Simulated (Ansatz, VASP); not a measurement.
As in VASP and in Ansatz

The input INCAR:

```
SYSTEM = As
PREC     = Accurate       ! precision mode
ENCUT    = 520            ! plane-wave cutoff, eV
EDIFF    = 1E-7           ! SCF threshold, eV
ISMEAR   = 0              ! smearing method
SIGMA    = 0.02           ! smearing width, eV
LREAL    = .False.        ! projectors in reciprocal space
LASPH    = .True.         ! aspherical terms in the spheres
NELM     = 100            ! most SCF steps
ALGO     = Normal         ! electronic algorithm
ISIF     = 2              ! what is computed and relaxed
LWAVE    = .False.        ! write WAVECAR
LCHARG   = .False.        ! write CHGCAR
LDIPOL   = .True.       
IDIPOL   = 3            
DIPOL    = 0.5 0.5 0.500
GGA      = PE             ! functional
IVDW     = 12             ! dispersion correction
NBANDS   = 12             ! bands
```

The input KPOINTS:

```
regular mesh
0
Gamma
  9 9 1
  0 0 0
```

Contents of POSCAR:

```
As
1.0
    3.4630000000      0.0000000000      0.0000000000
   -1.7315000000      2.9990459733      0.0000000000
    0.0000000000      0.0000000000     28.5742413766
As
2
Direct
    0.3333333333      0.6666666667      0.4790370638
    0.6666666667      0.3333333333      0.5209629362
```

Input for Ansatz:

```yaml
crystal:
  lattice:
    - [3.463, 0.0, 0.0]
    - [-1.7315, 2.9990459733, 0.0]
    - [0.0, 0.0, 28.5742413766]
  atoms:
    - { symbol: As, position: [0.3333333333, 0.6666666667, 0.4790370638] }
    - { symbol: As, position: [0.6666666667, 0.3333333333, 0.5209629362] }
  periodic: [true, true, false]
basis:
  ecutwfc: 420
kpoints:
  mp_grid: { grid: [9, 9, 1] }
hamiltonian:
  xc: pbe
  dispersion: d3bj
scf:
  occupations: { method: gaussian, width: 0.02 }
output:
  forces: true
  stress: true
  eigenvalues: true
```

Alike in both runs: task single point; functional PBE; dispersion D3(BJ); k mesh 9 × 9 × 1; occupations gaussian, width 0.02 eV; no spin polarisation.

```csv
,VASP,Ansatz
version,VASP 6.6.1,Ansatz 0.2.0
potentials or method,"VASP PAW PBE potentials, release 64 (As), cutoff 520 eV","scalar-relativistic, plane waves, PAW"
valence electrons in the cell,10,30
```

|  | VASP | Ansatz | Ansatz less VASP |
| --- | --- | --- | --- |
| gap on the k mesh at the Fermi level (eV) | 1.55 | 1.60 | +0.052 |
| least direct gap on the mesh (eV) | 1.88 | 1.93 | +0.050 |
| rms of the force components (eV/Å) | 2.168 | 2.059 | -0.1090 |

Atom by atom the forces differ by 0.109 eV/Å (rms over components). VASP's potentials hold 10 valence electrons a cell and Ansatz's 30, so a difference there can come from the potentials and not from the codes.
